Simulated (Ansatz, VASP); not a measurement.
# One calculation of ZrSiW, two programs

```
Zr Si W
1.0
    -1.67622    1.67622    4.59697
     1.67622   -1.67622    4.59697
     1.67622    1.67622   -4.59697
Zr Si W
1 1 1
Cartesian
  0.0000 0.0000 3.0669
  0.0000 0.0000 5.9327
  0.0000 0.0000 0.1943
```

Alike in both runs: functional PBE; k mesh 18 × 18 × 18; occupations gaussian, width 0.1 eV; no spin polarisation.

Ansatz relaxed the structure, and its values are those at the end. VASP's run is a single point on that final structure, the one shown.

|  | VASP | Ansatz |
| --- | --- | --- |
| version | VASP 6.6.1 | Ansatz 0.2.0 |
| potentials or method | VASP PAW PBE potentials, release 64 (Zr_sv, Si, W_sv), cutoff 520 eV | scalar-relativistic, plane waves, PAW |
| valence electrons in the cell | 30 | 30 |

Ansatz gave:

* gap on the k mesh at the Fermi level (eV): none
* pressure (GPa): 0.0

Problem. What did VASP give for the same quantities?

Solution. gap on the k mesh at the Fermi level (eV): none; pressure (GPa): 0.1.

A gap of «none» marks a metal or a gap that the smearing closes. The functional is the same, so the differences come from potentials, cutoffs and numerics.

Spin-orbit coupling is off throughout.
